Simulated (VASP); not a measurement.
# Na8AgH7 (a cell with a defect) in VASP: further runs, part 2 of 2

VASP 6.6.1. Earlier steps stand in the parts before.

### Step 4. Single point, PBEsol+D3(BJ)

Contents of INCAR:

```
SYSTEM = Na8AgH7
PREC     = Accurate       ! precision mode
ENCUT    = 520            ! plane-wave cutoff, eV
EDIFF    = 1E-6           ! SCF threshold, eV
ISMEAR   = -1             ! smearing method
SIGMA    = 0.05           ! smearing width, eV
LREAL    = Auto         
LASPH    = .True.         ! aspherical terms in the spheres
NELM     = 80             ! most SCF steps
ALGO     = Normal         ! electronic algorithm
ISIF     = 2              ! what is computed and relaxed
LWAVE    = .False.        ! write WAVECAR
LCHARG   = .False.        ! write CHGCAR
GGA      = PS             ! functional
IVDW     = 12             ! dispersion correction
NBANDS   = 51             ! bands
```

Contents of KPOINTS:

```
Automatic mesh
0
Gamma
  2 2 2
  0.5 0.5 0.5
```

Contents of POSCAR:

```
Na8AgH7
1.0
    9.5855340000      0.0000000000      0.0000000000
    0.0000000000      4.7927670000      0.0000000000
    0.0000000000      0.0000000000      4.7927670000
H Ag Na
7 1 8
Direct
    0.2422670000      0.0104710000      0.9625990000
    0.7589380000      0.0108520000      0.9724060000
    0.9955010000      0.5393680000      0.0032520000
    0.9872030000      0.0135000000      0.4932980000
    0.5087180000      0.9803430000      0.5312700000
    0.2378110000      0.5062110000      0.4802150000
    0.7565620000      0.5371010000      0.4975550000
    0.5075720000      0.5227030000      0.0287320000
    0.0113860000      0.0002470000      0.9979990000
    0.4850070000      0.0307480000      0.9620590000
    0.2665830000      0.4799670000      0.0153390000
    0.7444920000      0.4961630000      0.0009610000
    0.2569150000      0.0430220000      0.5133030000
    0.7418830000      0.9896670000      0.5091230000
    0.0155840000      0.5081300000      0.5045280000
    0.4871840000      0.4690860000      0.5388580000
```

Potentials or basis: VASP PAW PBE potentials, release 64 (H, Ag, Na_pv).

On the command line:

```console
$ cat potpaw_PBE.64/H/POTCAR potpaw_PBE.64/Ag/POTCAR potpaw_PBE.64/Na_pv/POTCAR > POTCAR
$ mpirun -np 1 vasp_std > vasp.out
```

OUTCAR:

```text
SYSTEM = Na8AgH7
   PREC = Accurate
   ENCUT = 520
   EDIFF = 1E-6
   ISMEAR = -1
   LREAL = Auto
   LASPH = .True.
   NELM = 80
   ISIF = 2
   GGA = PS
   IVDW = 12
 IVDW          = 12

 ion  position               nearest neighbor table
   1  0.242  0.010  0.963-
   2  0.759  0.011  0.972-
   3  0.996  0.539  0.003-
   4  0.987  0.014  0.493-
   5  0.509  0.980  0.531-
   6  0.238  0.506  0.480-
   7  0.757  0.537  0.498-
   8  0.508  0.523  0.029-  12 2.28  11 2.32  16 2.37  10 2.39  10 2.47  16 2.47
   9  0.011  0.000  0.998-
  10  0.485  0.031  0.962-   8 2.39   8 2.47
  11  0.267  0.480  0.015-   8 2.32
  12  0.744  0.496  0.001-   8 2.28
  13  0.257  0.043  0.513-
  14  0.742  0.990  0.509-
  15  0.016  0.508  0.505-
  16  0.487  0.469  0.539-   8 2.37   8 2.47

  LATTYP: Found a simple tetragonal cell.
 ALAT       =     4.7927670000
 C/A-ratio  =     2.0000000000

  Lattice vectors:

 A1 = (   0.0000000000,   4.7927670000,   0.0000000000)
 A2 = (   0.0000000000,   0.0000000000,   4.7927670000)
 A3 = (   9.5855340000,   0.0000000000,   0.0000000000)

Analysis of symmetry for initial positions (statically):
=====================================================================
 Subroutine PRICEL returns:
 Original cell was already a primitive cell.

 Routine SETGRP: Setting up the symmetry group for a
 simple tetragonal supercell.

 Subroutine GETGRP returns: Found  1 space group operations
 (whereof  1 operations were pure point group operations)
 out of a pool of 16 trial point group operations.

The static configuration has the point symmetry C_1 .

Analysis of symmetry for dynamics (positions and initial velocities):
=====================================================================
 Subroutine PRICEL returns:
 Original cell was already a primitive cell.

 Routine SETGRP: Setting up the symmetry group for a
 simple tetragonal supercell.

 Subroutine GETGRP returns: Found  1 space group operations
 (whereof  1 operations were pure point group operations)
 out of a pool of 16 trial point group operations.

The dynamic configuration has the point symmetry C_1 .

 Subroutine INISYM returns: Found  1 space group operations
 (whereof  1 operations are pure point group operations),
 and found     1 'primitive' translations

----------------------------------------------------------------------------------------

                                     Primitive cell

  volume of cell :     220.1856

  direct lattice vectors                    reciprocal lattice vectors
     9.585534000  0.000000000  0.000000000     0.104323870  0.000000000  0.000000000
     0.000000000  4.792767000  0.000000000     0.000000000  0.208647739  0.000000000
     0.000000000  0.000000000  4.792767000     0.000000000  0.000000000  0.208647739

  length of vectors
     9.585534000  4.792767000  4.792767000     0.104323870  0.208647739  0.208647739

[... 52 lines left out ...]
  Length of vectors
     0.052161935  0.104323870  0.104323870

  Shift w.r.t. Gamma in fractional coordinates (k-lattice)
     0.500000000  0.500000000  0.500000000

 Subroutine IBZKPT returns following result:
 ===========================================

 Found      4 irreducible k-points:

 Following reciprocal coordinates:
            Coordinates               Weight
  0.250000  0.250000  0.250000      2.000000
  0.250000 -0.250000  0.250000      2.000000
  0.250000 -0.250000 -0.250000      2.000000
  0.250000  0.250000 -0.250000      2.000000
   k-points           NKPTS =      4   k-points in BZ     NKDIM =      4   number of bands    NBANDS=     51
   number of dos      NEDOS =    301   number of ions     NIONS =     16
   total plane-waves  NPLWV =  93312
   dimension x,y,z NGX =    72 NGY =   36 NGZ =   36
   dimension x,y,z NGXF=   144 NGYF=   72 NGZF=   72
   ions per type =               7   1   8
   NGX,Y,Z   is equivalent  to a cutoff of  12.49, 12.49, 12.49 a.u.
   NGXF,Y,Z  is equivalent  to a cutoff of  24.97, 24.97, 24.97 a.u.
 SYSTEM =  Na8AgH7
   PREC   = accura    normal or accurate (medium, high low for compatibility)
   ISTART =      0    job   : 0-new  1-cont  2-samecut
   ICHARG =      2    charge: 1-file 2-atom 10-const
   ISPIN  =      1    spin polarized calculation?
   LNONCOLLINEAR =      F non collinear calculations
   LSORBIT =      F    spin-orbit coupling
   LASPH  =      T    aspherical Exc in radial PAW
   ENCUT  =  520.0 eV  38.22 Ry    6.18 a.u.  17.82  8.91  8.91*2*pi/ulx,y,z
   NELM   =     80;   NELMIN=  2; NELMDL= -5     # of ELM steps
   EDIFF  = 0.1E-05   stopping-criterion for ELM
   LREAL  =      T    real-space projection
   EDIFFG = 0.1E-04   stopping-criterion for IOM
   NSW    =      0    number of steps for IOM
   IBRION =     -1    ionic relax: 0-MD 1-quasi-New 2-CG
   NFREE  =      0    steps in history (QN), initial steepest desc. (CG)
   ISIF   =      2    stress and relaxation
   ISYM   =      2    0-nonsym 1-usesym 2-fastsym
   POTIM  = 0.5000    time-step for ionic-motion
   TEBEG  =    0.0;   TEEND  =   0.0 temperature during run
   PSTRESS=    0.0 pullay stress
   NELECT =      74.0000    total number of electrons
   NUPDOWN=      -1.0000    fix difference up-down
   EMIN   =  10.00;   EMAX   =-10.00  energy-range for DOS
   EFERMI =   0.00;   METHOD = LEGACY
   ISMEAR =    -1;   SIGMA  =   0.05  broadening in eV -4-tet -1-fermi 0-gaus
   EFERMI_NEDOS =   21; number of points for ismear=-14 and -15
   IALGO  =     38    algorithm
   IMIX   =      4    mixing-type and parameters
     AMIX     =   0.40;   BMIX     =  1.00
     AMIX_MAG =   1.60;   BMIX_MAG =  1.00
  volume/ion in A,a.u.               =      13.76        92.87
  Fermi-wavevector in a.u.,A,eV,Ry     =   1.138210  2.150905 17.626649  1.295522
  Thomas-Fermi vector in A             =   2.274915
   LORBIT       =      0    0 simple, 1 ext, 2 COOP (PROOUT), +10 PAW based schemes
   GGA     = PS    functional components
   LHFCALC =     F    Hartree Fock is set to
   AEXX    =    0.0000 exact exchange contribution
   IVDW    =    12    specifies the selected vdW correction
   LEPSILON=     F    determine dielectric tensor
   LRPA    =     F    only Hartree local field effects (RPA)
 non-spin polarized calculation
  energy-cutoff  :      520.00
  volume of cell :      220.19
 maximum number of plane-waves:      5944
 NGX is ok and might be reduce to    72
   NGX = 35   NGY = 17   NGZ = 17

 number of electron      73.9999981 magnetization

 Free energy of the ion-electron system (eV)
  ---------------------------------------------------
  ext. energy  EPLUGINS =         0.00000000
  ---------------------------------------------------
  free energy    TOTEN  =       -35.85913592 eV

  energy without entropy =      -35.85913592  energy(sigma->0) =      -35.85913592

 E-fermi :   1.4287     XC(G=0):  -8.4842

 val. band max:        0.1488619358   @ k =   0.2500  -0.2500  -0.2500
 cond. band min:       3.0478280676   @ k =   0.2500  -0.2500  -0.2500
 fundamental gap:      2.8989661319
 Fermi energy:         1.4287378783

 k-point     1 :       0.2500    0.2500    0.2500
  band No.  band energies     occupation
      1     -22.8219      2.00000
      2     -22.7094      2.00000
      3     -22.6529      2.00000
      4     -22.6255      2.00000
      5     -22.5871      2.00000
      6     -22.5635      2.00000
[... 197 lines left out ...]
     48       7.6242      0.00000
     49       7.8400      0.00000
 [bands above 49 left out]

------------------------ aborting loop because EDIFF is reached ----------------------------------------

 Edisp (eV)   -2.76457

 E8    (eV) :    -1.8538

  FORCE on cell =-STRESS in cart. coord.  units (eV):
  Direction    XX          YY          ZZ          XY          YZ          ZX
  --------------------------------------------------------------------------------------
  -------------------------------------------------------------------------------------
  Total       9.42994     6.75061     7.61941     0.23668     0.19283    -0.25648
  in kB      68.61682    49.12075    55.44251     1.72218     1.40309    -1.86626
  external pressure =       57.73 kB  Pullay stress =        0.00 kB

 VOLUME and BASIS-vectors are now :
 -----------------------------------------------------------------------------
  energy-cutoff  :      520.00
  volume of cell :      220.19
      direct lattice vectors                 reciprocal lattice vectors
     9.585534000  0.000000000  0.000000000     0.104323870  0.000000000  0.000000000
     0.000000000  4.792767000  0.000000000     0.000000000  0.208647739  0.000000000
     0.000000000  0.000000000  4.792767000     0.000000000  0.000000000  0.208647739

 POSITION                                       TOTAL-FORCE (eV/Angst)
 -----------------------------------------------------------------------------------
      2.32226      0.05019      4.61351         0.275909     -0.006125      0.308957
      7.27483      0.05201      4.66052        -0.343637     -0.013554      0.255043
      9.54241      2.58507      0.01559         0.239164     -0.323959     -0.041266
      9.46287      0.06470      2.36426         0.349065      0.049989      0.013793
      4.87633      4.69856      2.54625        -0.353979      0.113722     -0.422254
      2.27955      2.42615      2.30156         0.466559      0.025279      0.191187
[... 8 lines left out ...]
      0.14938      2.43535      2.41809        -0.588967      0.105121     -0.019312
      4.66992      2.24822      2.58262         0.130611      0.149158     -0.935440
 -----------------------------------------------------------------------------------
    total drift:                                0.000868     -0.001172      0.000120

  FREE ENERGIE OF THE ION-ELECTRON SYSTEM (eV)
  ---------------------------------------------------
  free  energy   TOTEN  =       -38.6237078182 eV

  energy  without entropy=      -38.6237078182  energy(sigma->0) =      -38.62370782
```

It took 93 s on 1 thread of Intel Xeon 8259CL, shared host; peak memory 0.3 GiB.

What came out:

* Free energy: -38.6237 eV
* Pressure: 5.8 GPa
* Largest force: 3.005 eV/Å
* Band gap on the k mesh: 2.90 eV
* Dispersion energy per atom: -0.173 eV

Forces on the atoms (eV/Å):
```
H    0.276 -0.006  0.309
H   -0.344 -0.014  0.255
H    0.239 -0.324 -0.041
H    0.349  0.050  0.014
H   -0.354  0.114 -0.422
H    0.467  0.025  0.191
H   -0.309 -0.381  0.005
Ag   0.352  1.128  1.184
Na  -0.411  0.109  0.017
Na   0.125 -0.855  0.281
Na  -2.923  0.298 -0.140
Na   3.003 -0.005 -0.112
Na  -0.313 -0.572 -0.350
Na   0.301  0.179 -0.237
Na  -0.589  0.105 -0.019
Na   0.131  0.149 -0.935
```

Stress tensor (GPa, compression positive):
```
 6.86  0.17 -0.19
 0.17  4.91  0.14
-0.19  0.14  5.54
```

Levels at points of the mesh, in eV from the valence-band top:
```tsv
k point	band 33	band 34	band 35	band 36	band 37	band 38	band 39	band 40	band 41	band 42
(0.25, 0.25, 0.25)	-1.37	-0.81	-0.62	-0.52	-0.02	2.90	3.56	3.97	4.30	5.04
```

Caveat: the k points lie up to 0.66 Å⁻¹ apart; three body term missing; the PAW data sets were made with another functional, which shifts forces and pressure a little.

### Step 5. Single point, PBEsol

Contents of INCAR:

```
SYSTEM = Na8AgH7
  PREC = Accurate
  ENCUT = 520
  EDIFF = 1E-6
  ISMEAR = -1
  SIGMA = 0.05
  LREAL = Auto
  LASPH = .TRUE.
  NELM = 60
  ALGO = Normal
  ISIF = 2
  LWAVE = .FALSE.
  LCHARG = .TRUE.
  GGA = PS
  LELF = .TRUE.
  LVHAR = .TRUE.
  NBANDS = 51
  NELECT = 75.0
```

KPOINTS is that of step 4.

POSCAR is that of step 4.

On the command line:

```console
$ cat potpaw_PBE.64/H/POTCAR potpaw_PBE.64/Ag/POTCAR potpaw_PBE.64/Na_pv/POTCAR > POTCAR
$ mpirun -np 1 vasp_std > vasp.out
```

Run time: 2 min. Hardware: 1 thread of Intel Xeon 8259CL, shared host; peak memory 0.3 GiB.

Results (log left out):

```yaml
Free_energy: -32.6500 eV
Largest_force: 2.636 eV/Å
```

Forces in eV/Å, atoms in the order of the input:
```
H   -0.157  0.050  0.191
H    0.176  0.051  0.208
H    0.208 -0.286 -0.072
H    0.340  0.041  0.015
H   -0.315 -0.135 -0.133
H   -0.005  0.090  0.072
H    0.196 -0.333 -0.012
Ag   0.165  1.086  1.164
Na  -0.404  0.107  0.013
Na   0.117 -0.840  0.303
Na  -2.530  0.279 -0.093
Na   2.634 -0.002 -0.100
Na   0.067 -0.557 -0.348
Na  -0.053  0.162 -0.237
Na  -0.588  0.105 -0.012
Na   0.149  0.184 -0.957
```

Levels at points of the mesh, in eV from the Fermi level:
| k point | band 34 | band 35 | band 36 | band 37 | band 38 | band 39 | band 40 | band 41 |
| --- | --- | --- | --- | --- | --- | --- | --- | --- |
| (0.25, 0.25, 0.25) | -4.48 | -4.10 | -3.92 | -3.04 | -0.03 | 0.29 | 0.79 | 0.99 |

Caveat: the k points lie up to 0.66 Å⁻¹ apart, too coarse for converged energies and pressures of a metal; the cell carries a net charge on a neutralising background, which shifts energy and pressure; the cell is charged against a uniform background, so pressure and absolute levels hang on convention; the PAW data sets were made with another functional, which shifts forces and pressure a little.

### Step 6. Overview

```tsv
level	spin	cutoff (eV)	gap on the mesh (eV)	pressure (GPa)	largest force (eV/Å)
PBEsol	collinear	400	2.90	7.4	3.01
PBEsol	off	520	2.90	7.8	3.01
PBEsol+D3(BJ)	off	520	2.90	5.8	3.01
```

Alike in all rows: task single point; potentials or basis VASP PAW PBE potentials, release 64 (H, Ag, Na_pv); cell as given; k mesh 2 × 2 × 2, shifted; smearing fermi-dirac 0.05 eV.

Caveats: all runs use coarse meshes; the PAW data sets were made with another functional, which shifts forces and pressure a little; three body term missing (at least some runs).

Absolute energies hang on the potentials; compare differences alone.
